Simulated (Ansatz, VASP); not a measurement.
One calculation of Mo, two programs

The input INCAR:

```
ALGO     = Fast           # electronic algorithm
EDIFF    = 1E-7           # SCF threshold, eV
ENCUT    = 520            # plane-wave cutoff, eV
GGA      = PE             # functional
ISIF     = 2              # what is computed and relaxed
ISMEAR   = 0              # smearing method
LASPH    = True           # aspherical terms in the spheres
LCHARG   = False          # write CHGCAR
LREAL    = False          # projectors in reciprocal space
LWAVE    = False          # write WAVECAR
NBANDS   = 13             # bands
NELM     = 60             # most SCF steps
PREC     = Accurate       # precision mode
SIGMA    = 0.15           # smearing width, eV
```

File KPOINTS:

```
k-points
0
Gamma
  26 26 26
```

POSCAR

```
Mo
1.0
   -1.5802194356      1.5802194356      1.5802194356
    1.5802194356     -1.5802194356      1.5802194356
    1.5802194356      1.5802194356     -1.5802194356
Mo
1
Direct
    0.0000000000      0.0000000000      0.0000000000
```

Input for Ansatz:

```yaml
crystal:
  lattice:
    - [-1.5802194356, 1.5802194356, 1.5802194356]
    - [1.5802194356, -1.5802194356, 1.5802194356]
    - [1.5802194356, 1.5802194356, -1.5802194356]
  atoms:
    - { symbol: Mo, position: [0.0, 0.0, 0.0] }
basis:
  ecutwfc: 420
kpoints:
  mp_grid: { grid: [26, 26, 26] }
hamiltonian:
  xc: pbe
scf:
  occupations: { method: gaussian, width: 0.15 }
output:
  forces: true
  stress: true
  eigenvalues: true
```

Alike in both runs: task single point; functional PBE; k mesh 26 × 26 × 26; occupations gaussian, width 0.15 eV; no spin polarisation.

|  | VASP | Ansatz |
| --- | --- | --- |
| version | VASP 6.6.1 | Ansatz 0.2.0 |
| potentials or method | VASP PAW PBE potentials, release 64 (Mo_sv), cutoff 520 eV | scalar-relativistic, plane waves, PAW |
| valence electrons in the cell | 14 | 14 |

Ansatz gave:

- gap on the k mesh at the Fermi level (eV): none
- pressure (GPa): 0.1

What did VASP give for the same quantities?

gap on the k mesh at the Fermi level (eV): none; pressure (GPa): 0.6.

A gap of «none» marks a metal or a gap that the smearing closes.
